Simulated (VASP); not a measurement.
MoS2: single point with PBE+D3(BJ)

MoS2:

```xyz
3
Lattice="3.1497 0.0000 0.0000 -1.5749 2.7277 0.0000 0.0000 0.0000 6.4481" Properties=species:S:1:pos:R:3 pbc="T T T"
Mo    0.0000    0.0000    0.0000
S     0.0000    1.8185    1.5614
S     0.0000    1.8185    4.8867
```

This cell differs from its parent crystal: strain along c alone, the other axes held: -3.0 %, then relaxed in part.

```json
{"Program": "VASP 6.6.1", "Task": "single point", "Functional": "PBE", "Dispersion": "D3(BJ)", "Potentials or basis": "VASP PAW PBE potentials, release 64 (Mo_sv, S)", "Cutoff": "520 eV", "k mesh": "12 × 12 × 4", "Occupations": "gaussian, width 0.02 eV", "Spin": "no spin polarisation", "Dipole correction": "no", "Further INCAR settings": "ALGO = Normal; EDIFF = 1e-07; NBANDS = 20"}
```

* Pressure: 0.7 GPa
* Largest force: 0.012 eV/Å
* Band gap on the k mesh: 1.03 eV (least direct gap 1.74 eV)
* Dispersion energy per atom: -0.409 eV

Forces on the atoms (eV/Å):
```
Mo   0.000  0.000  0.000
S    0.000  0.000 -0.012
S    0.000  0.000  0.012
```

Stress tensor (GPa, compression positive):
```
0.18 0.00 0.00
0.00 0.18 0.00
0.00 0.00 1.89
```

Levels at points of the mesh, in eV from the valence-band top:
```csv
k point,band 9,band 10,band 11,band 12,band 13,band 14,band 15,band 16,band 17,band 18
"(0.00, 0.00, 0.00)",-3.19,-2.04,-2.04,-1.41,-1.13,2.32,2.32,2.44,2.44,5.67
"(0.50, 0.00, 0.00)",-5.04,-3.75,-1.97,-1.56,-1.51,1.78,2.16,3.78,3.96,4.96
"(0.00, 0.00, 0.50)",-3.17,-3.17,-2.07,-2.07,0.00,2.21,2.21,2.59,2.59,5.90
"(0.50, 0.00, 0.50)",-4.48,-3.79,-3.12,-1.45,-0.94,1.80,2.40,2.98,3.68,6.57
```

Run time: 33 s on 1 thread of Intel(R) Xeon(R) 6975P-C (Granite Rapids), on a shared host, peak memory 0.21 GiB.

Caveat: the cell differs from its parent crystal (strain along c alone, the other axes held: -3.0 %, then relaxed in part). A k mesh can miss the band edges.
